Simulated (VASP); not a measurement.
Input of a VASP 6.6.1 run:

The input INCAR:

```
SYSTEM = SnPb2S3
PREC = Accurate
ENCUT = 520
EDIFF = 1E-6
ISMEAR = 0
SIGMA = 0.01
LREAL = .False.
LASPH = .True.
NELM = 80
ALGO = Normal
ISIF = 2
LWAVE = .False.
LCHARG = .True.
GGA = PE
LELF = .True.
LVHAR = .True.
NBANDS = 39
```

KPOINTS

```
Automatic mesh
0
Gamma
  12 12 4
  0 0 0
```

File POSCAR:

```
SnPb2S3
1.0
    4.2127466248      0.0000000000      0.0000000000
   -2.1063733124      3.6483455967      0.0000000000
    0.0000000000      0.0000000000     10.3226558831
Sn Pb S
1 2 3
Direct
    0.0000000000      0.0000000000      0.0000000000
    0.6666666667      0.3333333333      0.3304728936
    0.3333333333      0.6666666667      0.6695271064
    0.3333333333      0.6666666667      0.1598004356
    0.0000000000      0.0000000000      0.5000000000
    0.6666666667      0.3333333333      0.8401995644
```

Potentials or basis: VASP PAW PBE potentials, release 64 (Sn_d, Pb_d, S).

The run is started by

```bash
$ cat potpaw_PBE.64/Sn_d/POTCAR potpaw_PBE.64/Pb_d/POTCAR potpaw_PBE.64/S/POTCAR > POTCAR
$ mpirun -np 1 vasp_std > vasp.out
```

**Question.** What does it give for the pressure?

**Answer.** -0.1 GPa.

**Question.** What does it give for the band gap on the k mesh?

**Answer.** 0.15 eV.

Caveat: spin-orbit coupling is left out, which moves the levels of the heavy elements. A k mesh can miss the band edges.
